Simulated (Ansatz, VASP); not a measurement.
**BN: VASP beside Ansatz**

File INCAR:

```
ALGO = Normal
EDIFF = 1E-7
ENCUT = 520
GGA = PE
ISIF = 2
ISMEAR = 0
LASPH = T
LCHARG = F
LREAL = F
LWAVE = F
NBANDS = 36
NELM = 100
PREC = Accurate
SIGMA = 0.05
```

File KPOINTS:

```
k-points
0
Gamma
  10 10 2
```

POSCAR

```
BN
1.0
   -2.5545800960      0.0000000000      0.0000000000
   -1.2772900480     -2.2123312592      0.0000000000
    0.0000000000      0.0000000000     15.6735436055
B N
6 6
Direct
    0.6666666667      0.6666666667      0.1852640904
    0.6666666667      0.6666666667      0.4547956425
    0.6666666667      0.6666666667      0.7243271946
    0.3333333333      0.3333333333      0.0504983143
    0.3333333333      0.3333333333      0.3200298664
    0.3333333333      0.3333333333      0.5895614185
    0.6666666667      0.6666666667      0.0842944149
    0.6666666667      0.6666666667      0.3538259670
    0.6666666667      0.6666666667      0.6233575191
    0.3333333333      0.3333333333      0.7581232952
    0.3333333333      0.3333333333      0.2190601910
    0.3333333333      0.3333333333      0.4885917431
```

Input for Ansatz:

```yaml
crystal:
  lattice:
    - [-2.554580096, 0.0, 0.0]
    - [-1.277290048, -2.2123312592, 0.0]
    - [0.0, 0.0, 15.6735436055]
  atoms:
    - { symbol: B, position: [0.6666666667, 0.6666666667, 0.1852640904] }
    - { symbol: B, position: [0.6666666667, 0.6666666667, 0.4547956425] }
    - { symbol: B, position: [0.6666666667, 0.6666666667, 0.7243271946] }
    - { symbol: B, position: [0.3333333333, 0.3333333333, 0.0504983143] }
    - { symbol: B, position: [0.3333333333, 0.3333333333, 0.3200298664] }
    - { symbol: B, position: [0.3333333333, 0.3333333333, 0.5895614185] }
    - { symbol: "N", position: [0.6666666667, 0.6666666667, 0.0842944149] }
    - { symbol: "N", position: [0.6666666667, 0.6666666667, 0.353825967] }
    - { symbol: "N", position: [0.6666666667, 0.6666666667, 0.6233575191] }
    - { symbol: "N", position: [0.3333333333, 0.3333333333, 0.7581232952] }
    - { symbol: "N", position: [0.3333333333, 0.3333333333, 0.219060191] }
    - { symbol: "N", position: [0.3333333333, 0.3333333333, 0.4885917431] }
basis:
  ecutwfc: 420
kpoints:
  mp_grid: { grid: [10, 10, 2] }
hamiltonian:
  xc: pbe
scf:
  occupations: { method: gaussian, width: 0.05 }
output:
  forces: true
  stress: true
  eigenvalues: true
```

Alike in both runs: task single point; functional PBE; k mesh 10 × 10 × 2; occupations gaussian, width 0.05 eV; no spin polarisation.

|  | VASP | Ansatz |
| --- | --- | --- |
| version | VASP 6.6.1 | Ansatz 0.2.0 |
| potentials or method | VASP PAW PBE potentials, release 64 (B, N), cutoff 520 eV | scalar-relativistic, plane waves, PAW |
| valence electrons in the cell | 48 | 48 |

VASP gave:

```
gap on the k mesh at the Fermi level (eV)                     : none
pressure (GPa)                                                : -2.4
traceless stress, the component that is largest in VASP (GPa) : 2.49
rms of the force components (eV/Å)                            : 0.775
```

Q: What did Ansatz give for the same quantities?

A: gap on the k mesh at the Fermi level (eV): none; pressure (GPa): -2.6; traceless stress, the component that is largest in VASP (GPa): 2.56; rms of the force components (eV/Å): 0.776.

Atom by atom the forces differ by 0.004 eV/Å (rms over components). A gap of «none» marks a metal or a gap that the smearing closes. The functional is the same, so the differences come from potentials, cutoffs and numerics.
